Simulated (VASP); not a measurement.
# Ir (Fm-3m) in VASP: further runs

The runs below take Ir through single point, with PBEsol.

All numbers are computed with VASP 6.6.1; they aren't measurements. Logs are shortened: lines on timing, memory, paths and dates and some standing lists are left out, and cuts for length are marked.

## 1. The cell of the first run

It takes space group Fm-3m (No. 225, cubic). The conventional cell has a = 3.754 Å, b = 3.754 Å, c = 3.754 Å, α = 90.00°, β = 90.00°, γ = 90.00°. Ir (site symmetry m-3m) has 12 Ir at 2.65 Å within 3.5 Å.

## 2. Single point, PBEsol (equal strain along all axes, cell held: -2.0 %)

Input file INCAR:

```
PREC = Accurate ; ENCUT = 520
EDIFF = 1E-6 ; ISMEAR = 0
SIGMA = 0.1 ; LREAL = False
LASPH = True ; NELM = 100
ALGO = Fast ; ISIF = 2
LWAVE = False ; LCHARG = False
GGA = PS ; NBANDS = 16
```

Input file KPOINTS:

```
Automatic mesh
0
Gamma
  20 20 14
```

Input file POSCAR:

```
Ir
1.0
    1.8767699327      1.8767699327      0.0000000000
   -1.8767699327      1.8767699327      0.0000000000
    0.0000000000      0.0000000000      3.7535398653
Ir
2
Direct
    0.0000000000      0.0000000000      0.0000000000
    0.5000000000      0.5000000000      0.5000000000
```

Potentials or basis: VASP PAW PBE potentials, release 64 (Ir).

Command:

```
$ cat potpaw_PBE.64/Ir/POTCAR > POTCAR
$ mpirun -np 1 vasp_std > vasp.out
```

OUTCAR:

```text
PREC = Accurate
   ENCUT = 520
   EDIFF = 1E-6
   ISMEAR = 0
   LREAL = False
   LASPH = True
   NELM = 100
   ISIF = 2
   GGA = PS

 ion  position               nearest neighbor table
   1  0.000  0.000  0.000-   2 2.65   2 2.65   2 2.65   2 2.65   2 2.65   2 2.65   2 2.65   2 2.65

   2  0.500  0.500  0.500-   1 2.65   1 2.65   1 2.65   1 2.65   1 2.65   1 2.65   1 2.65   1 2.65

  LATTYP: Found a simple tetragonal cell.
 ALAT       =     2.6541534923
 C/A-ratio  =     1.4142135623

  Lattice vectors:

 A1 = (   1.8767699327,   1.8767699327,   0.0000000000)
 A2 = (  -1.8767699327,   1.8767699327,   0.0000000000)
 A3 = (   0.0000000000,   0.0000000000,   3.7535398653)

Analysis of symmetry for initial positions (statically):
=====================================================================
 Subroutine PRICEL returns following result:

  LATTYP: Found a face centered cubic cell.
 ALAT       =     3.7535398654

  Lattice vectors:

 A1 = (   0.0000000000,  -1.8767699327,  -1.8767699327)
 A2 = (   1.8767699327,   0.0000000000,  -1.8767699327)
 A3 = (   1.8767699327,  -1.8767699327,   0.0000000000)

   2 primitive cells build up your supercell.

 Routine SETGRP: Setting up the symmetry group for a
 simple tetragonal supercell.

 Subroutine GETGRP returns: Found 16 space group operations
 (whereof 16 operations were pure point group operations)
 out of a pool of 16 trial point group operations.

The static configuration has the point symmetry D_4h.

Analysis of symmetry for dynamics (positions and initial velocities):
=====================================================================
 Subroutine PRICEL returns following result:

  LATTYP: Found a face centered cubic cell.
 ALAT       =     3.7535398654

  Lattice vectors:

 A1 = (   0.0000000000,  -1.8767699327,  -1.8767699327)
 A2 = (   1.8767699327,   0.0000000000,  -1.8767699327)
 A3 = (   1.8767699327,  -1.8767699327,   0.0000000000)

   2 primitive cells build up your supercell.

 Routine SETGRP: Setting up the symmetry group for a
 simple tetragonal supercell.

 Subroutine GETGRP returns: Found 16 space group operations
 (whereof 16 operations were pure point group operations)
 out of a pool of 16 trial point group operations.

The dynamic configuration has the point symmetry D_4h.

 Subroutine INISYM returns: Found 16 space group operations
 (whereof 16 operations are pure point group operations),
 and found     2 'primitive' translations

----------------------------------------------------------------------------------------

                                     Primitive cell

  volume of cell :      13.2210

  direct lattice vectors                    reciprocal lattice vectors
     0.000000000 -1.876769933 -1.876769933    -0.266415180 -0.266415180 -0.266415180
     1.876769933  0.000000000 -1.876769933     0.266415180  0.266415180 -0.266415180
     1.876769933 -1.876769933  0.000000000     0.266415180 -0.266415180  0.266415180

  length of vectors
     2.654153492  2.654153492  2.654153492     0.461444628  0.461444628  0.461444628

  position of ions in fractional coordinates (direct lattice)
     0.000000000  0.000000000  0.000000000

  ion indices of the primitive-cell ions
   primitive index   ion index
                 1           1

----------------------------------------------------------------------------------------

 KPOINTS: Automatic mesh

Automatic generation of k-mesh.
 Grid dimensions read from file:
 generate k-points for:   20   20   14

 Generating k-lattice:

  Cartesian coordinates                     Fractional coordinates (reciprocal lattice)
     0.013320759  0.013320759  0.000000000     0.050000000  0.000000000  0.000000000
    -0.013320759  0.013320759  0.000000000     0.000000000  0.050000000  0.000000000
     0.000000000  0.000000000  0.019029656     0.000000000  0.000000000  0.071428571

  Length of vectors
     0.018838398  0.018838398  0.019029656

  Shift w.r.t. Gamma in fractional coordinates (k-lattice)
     0.000000000  0.000000000  0.000000000

 Subroutine IBZKPT returns following result:
 ===========================================

 Found    528 irreducible k-points:

 Following reciprocal coordinates:
            Coordinates               Weight
  0.000000  0.000000  0.000000      1.000000
  0.050000  0.000000  0.000000      4.000000
  0.100000  0.000000  0.000000      4.000000
  0.150000  0.000000  0.000000      4.000000
  0.200000  0.000000  0.000000      4.000000
  0.250000  0.000000  0.000000      4.000000
[... 16 lines left out ...]
  0.150000  0.100000  0.000000      8.000000
  0.200000  0.100000  0.000000      8.000000
 [... further k-points ...]
   k-points           NKPTS =    528   k-points in BZ     NKDIM =    528   number of bands    NBANDS=     16
   number of dos      NEDOS =    301   number of ions     NIONS =      2
   total plane-waves  NPLWV =  11200
   dimension x,y,z NGX =    20 NGY =   20 NGZ =   28
   dimension x,y,z NGXF=    40 NGYF=   40 NGZF=   56
   ions per type =               2
   NGX,Y,Z   is equivalent  to a cutoff of  12.53, 12.53, 12.40 a.u.
   NGXF,Y,Z  is equivalent  to a cutoff of  25.05, 25.05, 24.80 a.u.
 SYSTEM =  unknown system
   PREC   = accura    normal or accurate (medium, high low for compatibility)
   ISTART =      0    job   : 0-new  1-cont  2-samecut
   ICHARG =      2    charge: 1-file 2-atom 10-const
   ISPIN  =      1    spin polarized calculation?
   LNONCOLLINEAR =      F non collinear calculations
   LSORBIT =      F    spin-orbit coupling
   LASPH  =      T    aspherical Exc in radial PAW
   ENCUT  =  520.0 eV  38.22 Ry    6.18 a.u.   4.93  4.93  6.98*2*pi/ulx,y,z
   NELM   =    100;   NELMIN=  2; NELMDL= -5     # of ELM steps
   EDIFF  = 0.1E-05   stopping-criterion for ELM
   LREAL  =      F    real-space projection
   EDIFFG = 0.1E-04   stopping-criterion for IOM
   NSW    =      0    number of steps for IOM
   IBRION =     -1    ionic relax: 0-MD 1-quasi-New 2-CG
   NFREE  =      0    steps in history (QN), initial steepest desc. (CG)
   ISIF   =      2    stress and relaxation
   ISYM   =      2    0-nonsym 1-usesym 2-fastsym
   POTIM  = 0.5000    time-step for ionic-motion
   TEBEG  =    0.0;   TEEND  =   0.0 temperature during run
   PSTRESS=    0.0 pullay stress
   NELECT =      18.0000    total number of electrons
   NUPDOWN=      -1.0000    fix difference up-down
   EMIN   =  10.00;   EMAX   =-10.00  energy-range for DOS
   EFERMI =   0.00;   METHOD = LEGACY
   ISMEAR =     0;   SIGMA  =   0.10  broadening in eV -4-tet -1-fermi 0-gaus
   EFERMI_NEDOS =   21; number of points for ismear=-14 and -15
   IALGO  =     68    algorithm
   IMIX   =      4    mixing-type and parameters
     AMIX     =   0.40;   BMIX     =  1.00
     AMIX_MAG =   1.60;   BMIX_MAG =  1.00
  volume/ion in A,a.u.               =      13.22        89.22
  Fermi-wavevector in a.u.,A,eV,Ry     =   1.440129  2.721449 28.218083  2.073971
  Thomas-Fermi vector in A             =   2.558907
   LORBIT       =      0    0 simple, 1 ext, 2 COOP (PROOUT), +10 PAW based schemes
   GGA     = PS    functional components
   LHFCALC =     F    Hartree Fock is set to
   AEXX    =    0.0000 exact exchange contribution
   IVDW    =     0    specifies the selected vdW correction
   LEPSILON=     F    determine dielectric tensor
   LRPA    =     F    only Hartree local field effects (RPA)
 non-spin polarized calculation
 RMM-DIIS sequential band-by-band and
 Gauss-broadening in eV      SIGMA  =   0.10
  energy-cutoff  :      520.00
  volume of cell :       26.44
 maximum number of plane-waves:       732
 NGX is ok and might be reduce to    20
   NGX =  9   NGY =  9   NGZ = 13

 number of electron      18.0000006 magnetization

 Free energy of the ion-electron system (eV)
  ---------------------------------------------------
  ext. energy  EPLUGINS =         0.00000000
  ---------------------------------------------------
  free energy    TOTEN  =       -19.49901767 eV

  energy without entropy =      -19.49141804  energy(sigma->0) =      -19.49521785

 E-fermi :  11.4451     XC(G=0): -14.5020

 val. band max:       11.4444535116   @ k =   0.5000   0.5000   0.2143
 cond. band min:      11.4490246403   @ k =   0.3500   0.0500   0.0000
 fundamental gap:      0.0045711286
 Fermi energy:        11.4451482125

 k-point     1 :       0.0000    0.0000    0.0000
  band No.  band energies     occupation
      1      -0.4751      2.00000
      2       2.6988      2.00000
      3       3.3180      2.00000
      4       7.1356      2.00000
      5       7.1356      2.00000
      6       7.1381      2.00000
[... 8 lines left out ...]
     15      23.4569      0.00000
     16      25.6274      0.00000

 k-point     2 :       0.0500    0.0000    0.0000
  band No.  band energies     occupation
      1      -0.3947      2.00000
      2       2.7611      2.00000
      3       3.3760      2.00000
      4       7.0846      2.00000
      5       7.1676      2.00000
      6       7.1839      2.00000
[... 8 lines left out ...]
     15      23.8310      0.00000
     16      25.7724      0.00000

 k-point     3 :       0.1000    0.0000    0.0000
  band No.  band energies     occupation
      1      -0.1575      2.00000
      2       2.9312      2.00000
      3       3.5587      2.00000
      4       6.9411      2.00000
      5       7.2630      2.00000
      6       7.3114      2.00000
[... 8 lines left out ...]
     15      24.2679      0.00000
     16      26.1920      0.00000

 k-point     4 :       0.1500    0.0000    0.0000
  band No.  band energies     occupation
      1       0.2244      2.00000
      2       3.1693      2.00000
      3       3.8805      2.00000
      4       6.7302      2.00000
      5       7.4206      2.00000
      6       7.4871      2.00000
[... 8 lines left out ...]
     15      25.1851      0.00000
     16      26.8425      0.00000
[... 324 lines left out ...]
 k-point    22 :       0.1000    0.1000    0.0000
  band No.  band energies     occupation
      1       0.1547      2.00000
      2       3.1856      2.00000
      3       3.7724      2.00000
      4       6.6452      2.00000
      5       7.5057      2.00000
      6       7.5082      2.00000
[... 8 lines left out ...]
     15      24.9701      0.00000
     16      26.7500      0.00000

 k-point    23 :       0.1500    0.1000    0.0000
  band No.  band energies     occupation
      1       0.5286      2.00000
      2       3.4418      2.00000
      3       4.0672      2.00000
      4       6.4016      2.00000
      5       7.7105      2.00000
      6       7.7118      2.00000
[... 8 lines left out ...]
     15      25.2761      0.00000
     16      27.3948      0.00000

 k-point    24 :       0.2000    0.1000    0.0000
  band No.  band energies     occupation
      1       1.0223      2.00000
      2       3.7271      2.00000
      3       4.4847      2.00000
      4       6.1414      2.00000
      5       7.8766      2.00000
      6       7.9595      2.00000
[... 8 lines left out ...]
     15      25.8219      0.00000
     16      28.2065      0.00000

 [... further k-points ...]
[... 5 lines left out ...]
  --------------------------------------------------------------------------------------
  -------------------------------------------------------------------------------------
  Total        4.7713411      4.7713411      4.7918795      0.0000000     -0.0000000      0.0000000
  in kB      289.1065572    289.1065572    290.3510273      0.0000000     -0.0000000      0.0000000
  external PRESSURE =     289.5213806 kB  Pullay stress =       0.0000000 kB

 VOLUME and BASIS-vectors are now :
 -----------------------------------------------------------------------------
  energy-cutoff  :      520.00
  volume of cell :       26.44
      direct lattice vectors                 reciprocal lattice vectors
     1.876769933  1.876769933  0.000000000     0.266415180  0.266415180  0.000000000
    -1.876769933  1.876769933  0.000000000    -0.266415180  0.266415180  0.000000000
     0.000000000  0.000000000  3.753539865     0.000000000  0.000000000  0.266415180

 POSITION                                       TOTAL-FORCE (eV/Angst)
 -----------------------------------------------------------------------------------
      0.00000      0.00000      0.00000         0.000000     -0.000000      0.000000
      0.00000      1.87677      1.87677        -0.000000      0.000000     -0.000000
 -----------------------------------------------------------------------------------
    total drift:                               -0.000000      0.000000      0.000000

  FREE ENERGIE OF THE ION-ELECTRON SYSTEM (eV)
  ---------------------------------------------------
  free  energy   TOTEN  =       -19.4990176711 eV

  energy  without entropy=      -19.4914180381  energy(sigma->0) =      -19.49521785
```

Wall time 3.7 min (1 thread of Intel Xeon Platinum 8259CL at 2.50GHz (Skylake/Cascade Lake), shared host); peak memory 0.29 GiB.

Results:

| Item | Value |
| --- | --- |
| Free energy | -19.4990 eV |
| Pressure | 29.0 GPa |
| Band gap on the k mesh | zero (band 9 reaches 13.15 eV, above the bottom of band 10 at 9.36 eV) |

Caveat: the cell differs from its parent crystal (equal strain along all axes, cell held: -2.0 %); the PAW data sets were made with another functional, which shifts forces and pressure a little; spin-orbit coupling is left out, which moves the levels of the heavy elements.

## 3. Single point, PBEsol (equal strain along all axes, cell held: -1.0 %)

Input file INCAR:

```
SYSTEM = Ir
PREC = Accurate
ENCUT = 520
EDIFF = 1E-7
ISMEAR = 0
SIGMA = 0.1
LREAL = .False.
LASPH = .True.
NELM = 80
ALGO = Fast
ISIF = 2
LWAVE = .False.
LCHARG = .True.
GGA = PS
LELF = .True.
LVHAR = .True.
NBANDS = 16
```

Input file KPOINTS:

```
Automatic mesh
0
Gamma
  20 20 14
  0 0 0
```

Input file POSCAR:

```
Ir
1.0
    1.8959206463      1.8959206463      0.0000000000
   -1.8959206463      1.8959206463      0.0000000000
    0.0000000000      0.0000000000      3.7918412925
Ir
2
Direct
    0.0000000000      0.0000000000      0.0000000000
    0.5000000000      0.5000000000      0.5000000000
```

Potentials or basis: VASP PAW PBE potentials, release 64 (Ir).

Command:

```
$ cat potpaw_PBE.64/Ir/POTCAR > POTCAR
$ mpirun -np 1 vasp_std > vasp.out
```

Wall time 4.3 min (1 thread of Intel Xeon Platinum 8259CL at 2.50GHz (Skylake/Cascade Lake), shared host); peak memory 0.3 GiB.

It converged, with:

- Free energy: -19.6075 eV
- Pressure: 13.9 GPa
- Band gap on the k mesh: zero (band 9 reaches 12.50 eV, above the bottom of band 10 at 8.90 eV)

Levels at points of the mesh, in eV from the Fermi level:
| k point | band 6 | band 7 | band 8 | band 9 | band 10 | band 11 | band 12 | band 13 |
| --- | --- | --- | --- | --- | --- | --- | --- | --- |
| (0.00, 0.00, 0.00) | -4.11 | -1.23 | -1.23 | 0.97 | 1.61 | 1.61 | 1.67 | 11.01 |
| (0.50, 0.00, 0.00) | -4.83 | -2.57 | -2.57 | -1.44 | -1.44 | 3.05 | 3.05 | 11.96 |
| (0.50, 0.50, 0.00) | 0.97 | 1.61 | 1.61 | 1.61 | 1.61 | 1.67 | 1.67 | 11.01 |
| (0.00, 0.00, 0.50) | -3.21 | -1.99 | -1.99 | -1.99 | -1.99 | -0.21 | -0.21 | 18.14 |
| (0.50, 0.00, 0.50) | -4.22 | -0.89 | -0.89 | 0.99 | 0.99 | 0.99 | 0.99 | 7.64 |
| (0.50, 0.50, 0.50) | -5.15 | -1.90 | -1.90 | 1.62 | 1.62 | 8.53 | 8.53 | 9.33 |

Caveat: the cell differs from its parent crystal (equal strain along all axes, cell held: -1.0 %); the PAW data sets were made with another functional, which shifts forces and pressure a little; spin-orbit coupling is left out, which moves the levels of the heavy elements.

## 4. Single point, PBEsol

This run uses another cell than the first one, of 14.05 Å³/atom, 1.062 times its volume.

Input file INCAR:

```
PREC = Accurate ; ENCUT = 520
EDIFF = 1E-7 ; ISMEAR = 0
SIGMA = 0.1 ; LREAL = False
LASPH = True ; NELM = 80
ALGO = Fast ; ISIF = 2
LWAVE = False ; LCHARG = False
GGA = PS ; NBANDS = 16
```

Input file KPOINTS:

```
Automatic mesh
0
Gamma
  20 20 14
```

Input file POSCAR:

```
Ir
1.0
    1.9150713599      1.9150713599      0.0000000000
   -1.9150713599      1.9150713599      0.0000000000
    0.0000000000      0.0000000000      3.8301427197
Ir
2
Direct
    0.0000000000      0.0000000000      0.0000000000
    0.5000000000      0.5000000000      0.5000000000
```

Command:

```
$ cat potpaw_PBE.64/Ir/POTCAR > POTCAR
$ mpirun -np 1 vasp_std > vasp.out
```

Wall time 3.8 min (1 thread of Intel Xeon Platinum 8259CL at 2.50GHz (Skylake/Cascade Lake), shared host); peak memory 0.3 GiB.

The run converged. Its results:

```yaml
Free_energy: -19.6456 eV
Pressure: 1.0 GPa
Band_gap_on_the_k_mesh: zero (band 9 reaches 11.87 eV, above the bottom of band 10 at 8.45 eV)
```

Levels at points of the mesh, in eV from the Fermi level:
```tsv
k point	band 7	band 8	band 9	band 10	band 11	band 12
(0.00, 0.00, 0.00)	-1.18	-1.18	0.92	1.52	1.52	1.67
(0.50, 0.00, 0.00)	-2.44	-2.44	-1.37	-1.37	2.91	2.91
(0.50, 0.50, 0.00)	1.52	1.52	1.52	1.52	1.67	1.67
(0.00, 0.00, 0.50)	-1.89	-1.89	-1.89	-1.89	-0.21	-0.21
(0.50, 0.00, 0.50)	-0.82	-0.82	0.94	0.94	0.94	0.94
(0.50, 0.50, 0.50)	-1.80	-1.80	1.53	1.53	8.25	8.25
```

Caveat: the PAW data sets were made with another functional, which shifts forces and pressure a little; spin-orbit coupling is left out, which moves the levels of the heavy elements.

## 5. The runs side by side

```tsv
cell	further INCAR settings	gap on the mesh (eV)	pressure (GPa)
a = 2.654, b = 2.654, c = 3.754 Å, 2 atoms	ALGO = Fast; EDIFF = 1e-06; NBANDS = 16	none	29.0
a = 2.681, b = 2.681, c = 3.792 Å, 2 atoms	ALGO = Fast; EDIFF = 1e-07; NBANDS = 16	none	13.9
a = 2.708, b = 2.708, c = 3.830 Å, 2 atoms	ALGO = Fast; EDIFF = 1e-07; NBANDS = 16	none	1.0
```

Alike in all rows: task single point; level PBEsol; potentials or basis VASP PAW PBE potentials, release 64 (Ir); no spin polarisation; k mesh 20 × 20 × 14; cutoff (eV) 520; smearing gaussian 0.1 eV.

Caveats: the PAW data sets were made with another functional, which shifts forces and pressure a little; spin-orbit coupling is left out, which moves the levels of the heavy elements.

Absolute energies hang on the potentials; compare differences alone.
